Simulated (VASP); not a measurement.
# Zr3Si2 (P4bm) in VASP: further runs, part 2 of 2

VASP 6.6.1. The steps go on from the part before.

**4. Single point, r2SCAN (all Si atoms moved +0.025 Å, as atom 7 along Cartesian [0 0 1])**

Contents of POSCAR:

```
Zr3Si2
1.0
    7.1084398645      0.0000000000      0.0000000000
    0.0000000000      7.1084398645      0.0000000000
    0.0000000000      0.0000000000      3.7051280783
Zr Si
6 4
Direct
    0.1739136664      0.6739136664      0.5000000000
    0.8260863336      0.3260863336      0.5000000000
    0.3260863336      0.1739136664      0.5000000000
    0.6739136664      0.8260863336      0.5000000000
    0.0000000000      0.0000000000      0.0000000000
    0.5000000000      0.5000000000      0.0000000000
    0.6219463334      0.1219463334      0.0067474051
    0.3780536666      0.8780536666      0.0067474051
    0.8780536666      0.6219463334      0.0067474051
    0.1219463334      0.3780536666      0.0067474051
```

Contents of INCAR.step1:

```
PREC = Accurate ; ENCUT = 520
ISMEAR = 0 ; SIGMA = 0.15
LREAL = F ; LASPH = T
NELM = 100 ; NBANDS = 55
GGA = PE ; ALGO = Normal
EDIFF = 1E-4 ; LWAVE = T
LCHARG = F
```

Contents of INCAR.step2:

```
PREC = Accurate ; ENCUT = 520
EDIFF = 1E-7 ; ISMEAR = 0
SIGMA = 0.15 ; LREAL = F
LASPH = T ; NELM = 100
ALGO = Normal ; ISIF = 2
LWAVE = F ; LCHARG = F
METAGGA = R2SCAN ; LMIXTAU = T
NBANDS = 55 ; ISTART = 1
```

Contents of KPOINTS:

```
Automatic mesh
0
Gamma
  6 6 10
```

Potentials or basis: VASP PAW PBE potentials, release 64 (Zr_sv, Si).

Started as:

```
> cat potpaw_PBE.64/Zr_sv/POTCAR potpaw_PBE.64/Si/POTCAR > POTCAR
> cp INCAR.step1 INCAR
> mpirun -np 1 vasp_std > vasp.out
> cp INCAR.step2 INCAR
> mpirun -np 1 vasp_std > vasp.out
```

OUTCAR:

```text
PREC = Accurate
   ENCUT = 520
   EDIFF = 1E-7
   ISMEAR = 0
   LREAL = F
   LASPH = T
   NELM = 100
   ISIF = 2
   METAGGA = R2SCAN
   ISTART = 1

 ion  position               nearest neighbor table
   1  0.174  0.674  0.500-   8 2.75   8 2.78   9 2.81  10 2.81  10 2.84   9 2.84   6 3.21   5 3.21
                             5 3.21   6 3.21   2 3.50   4 3.72   3 3.72   3 3.72   4 3.72
   2  0.826  0.326  0.500-   7 2.75   7 2.78   9 2.81  10 2.81  10 2.84   9 2.84   6 3.21   5 3.21
                             5 3.21   6 3.21   1 3.50   4 3.72   3 3.72   4 3.72   3 3.72
   3  0.326  0.174  0.500-  10 2.75  10 2.78   8 2.81   7 2.81   7 2.84   8 2.84   6 3.21   5 3.21
                             5 3.21   6 3.21   4 3.50   1 3.72   2 3.72   1 3.72   2 3.72
   4  0.674  0.826  0.500-   9 2.75   9 2.78   8 2.81   7 2.81   7 2.84   8 2.84   6 3.21   5 3.21
                             5 3.21   6 3.21   3 3.50   1 3.72   2 3.72   2 3.72   1 3.72
   5  0.000  0.000  0.000-   7 2.82   8 2.82   9 2.82  10 2.82   1 3.21   2 3.21   3 3.21   4 3.21
                             1 3.21   2 3.21   3 3.21   4 3.21
   6  0.500  0.500  0.000-   7 2.82   8 2.82   9 2.82  10 2.82   1 3.21   2 3.21   3 3.21   4 3.21
                             1 3.21   2 3.21   3 3.21   4 3.21
   7  0.622  0.122  0.007-   8 2.45   2 2.75   2 2.78   3 2.81   4 2.81   5 2.82   6 2.82   3 2.84
                             4 2.84
[... 222 lines left out ...]
      4     -40.6359      2.00000
      5     -40.5048      2.00000
      6     -40.4768      2.00000
[... 1381 lines left out ...]
     54      12.6294      0.00000
     55      12.8612      0.00000

 [... further k-points ...]
[... 5 lines left out ...]
  --------------------------------------------------------------------------------------
  -------------------------------------------------------------------------------------
  Total        0.0463068      0.0463068      0.0912158      0.0000000     -0.0000000      0.0000000
  in kB        0.3962813      0.3962813      0.7806009      0.0000000     -0.0000000      0.0000000
  external PRESSURE =       0.5243878 kB  Pullay stress =       0.0000000 kB

 VOLUME and BASIS-vectors are now :
 -----------------------------------------------------------------------------
  energy-cutoff  :      520.00
  volume of cell :      187.22
      direct lattice vectors                 reciprocal lattice vectors
     7.108439865  0.000000000  0.000000000     0.140677845  0.000000000  0.000000000
     0.000000000  7.108439865  0.000000000     0.000000000  0.140677845  0.000000000
     0.000000000  0.000000000  3.705128078     0.000000000  0.000000000  0.269896203

 POSITION                                       TOTAL-FORCE (eV/Angst)
 -----------------------------------------------------------------------------------
      1.23625      4.79047      1.85256         0.002545      0.002545      0.183799
      5.87219      2.31797      1.85256        -0.002545     -0.002545      0.183799
      2.31797      1.23625      1.85256        -0.002545      0.002545      0.183799
      4.79047      5.87219      1.85256         0.002545     -0.002545      0.183799
      0.00000      0.00000      0.00000        -0.000000      0.000000      0.051417
      3.55422      3.55422      0.00000         0.000000      0.000000      0.051417
      4.42107      0.86685      0.02500        -0.001417     -0.001417     -0.209507
      2.68737      6.24159      0.02500         0.001417      0.001417     -0.209507
      6.24159      4.42107      0.02500         0.001417     -0.001417     -0.209507
      0.86685      2.68737      0.02500        -0.001417      0.001417     -0.209507
 -----------------------------------------------------------------------------------
    total drift:                                0.000000      0.000000     -0.000133

  FREE ENERGIE OF THE ION-ELECTRON SYSTEM (eV)
  ---------------------------------------------------
  free  energy   TOTEN  =      -180.9689040271 eV

  energy  without entropy=     -180.8870682901  energy(sigma->0) =     -180.92798616
```

OUTCAR.step1:

```text
PREC = Accurate
   ENCUT = 520
   ISMEAR = 0
   LREAL = F
[... 1658 lines left out ...]
      4.42107      0.86685      0.02500         0.050267      0.050267     -0.200069
      2.68737      6.24159      0.02500        -0.050267     -0.050267     -0.200069
      6.24159      4.42107      0.02500        -0.050267      0.050267     -0.200069
      0.86685      2.68737      0.02500         0.050267     -0.050267     -0.200069
 -----------------------------------------------------------------------------------
    total drift:                                0.000000      0.000000     -0.000411

  FREE ENERGIE OF THE ION-ELECTRON SYSTEM (eV)
  ---------------------------------------------------
  free  energy   TOTEN  =       -81.7964678258 eV

  energy  without entropy=      -81.7070359918  energy(sigma->0) =      -81.75175191
```

OSZICAR.step1:

```text
N       E                     dE             d eps       ncg     rms          rms(c)
DAV:   1     0.827540440565E+03    0.82754E+03   -0.45000E+04  6600   0.156E+03
DAV:   2    -0.931536891266E+01   -0.83686E+03   -0.81686E+03  7325   0.441E+02
DAV:   3    -0.805410320269E+02   -0.71226E+02   -0.69933E+02 10104   0.987E+01
DAV:   4    -0.864784486257E+02   -0.59374E+01   -0.59075E+01  9960   0.253E+01
DAV:   5    -0.868557808041E+02   -0.37733E+00   -0.37717E+00  9432   0.540E+00    0.332E+01
DAV:   6    -0.819847846722E+02    0.48710E+01   -0.16665E+01  7508   0.140E+01    0.127E+01
DAV:   7    -0.818320105103E+02    0.15277E+00   -0.38009E+00  9704   0.687E+00    0.362E+00
DAV:   8    -0.817999479930E+02    0.32063E-01   -0.45892E-01  8770   0.311E+00    0.205E+00
DAV:   9    -0.817968730387E+02    0.30750E-02   -0.94592E-02  9064   0.150E+00    0.557E-01
DAV:  10    -0.817962109466E+02    0.66209E-03   -0.16081E-02  7873   0.511E-01    0.262E-01
DAV:  11    -0.817964574063E+02   -0.24646E-03   -0.26620E-03  8968   0.256E-01    0.703E-02
DAV:  12    -0.817964678258E+02   -0.10419E-04   -0.10071E-04  4888   0.577E-02
   1 F= -.81796468E+02 E0= -.81751752E+02  d E =-.894318E-01
```

Run time: 64 min. Hardware: 1 thread of Oxide Virtual Turin-like, shared host; peak memory 0.56 GiB.

What came out:

- Free energy: -180.9689 eV
- Pressure: 0.1 GPa
- Largest force: 0.210 eV/Å
- Band gap on the k mesh: zero (bands 44 and 45 overlap by 1.20 eV)

Forces in eV/Å, atoms in the order of the input:
```
Zr   0.003  0.003  0.184
Zr  -0.003 -0.003  0.184
Zr  -0.003  0.003  0.184
Zr   0.003 -0.003  0.184
Zr   0.000  0.000  0.051
Zr   0.000  0.000  0.051
Si  -0.001 -0.001 -0.210
Si   0.001  0.001 -0.210
Si   0.001 -0.001 -0.210
Si  -0.001  0.001 -0.210
```

Caveat: the cell differs from its parent crystal (all Si atoms moved +0.025 Å, as atom 7 along Cartesian [0 0 1]); the PAW data sets were made with another functional, which shifts forces and pressure a little.

**5. The runs side by side**

| cell | gap on the mesh (eV) | pressure (GPa) | largest force (eV/Å) |
| --- | --- | --- | --- |
| as given, atomic positions A | none | 0.3 | 0.73 |
| as given, atomic positions B | none | 0.2 | 0.52 |
| as given, atomic positions C | none | 0.1 | 0.21 |

Alike in all rows: task single point; level r2SCAN; potentials or basis VASP PAW PBE potentials, release 64 (Zr_sv, Si); no spin polarisation; k mesh 6 × 6 × 10; cutoff (eV) 520; smearing gaussian 0.15 eV.

Caveats: the PAW data sets were made with another functional, which shifts forces and pressure a little.

Absolute energies hang on the potentials; compare differences alone.
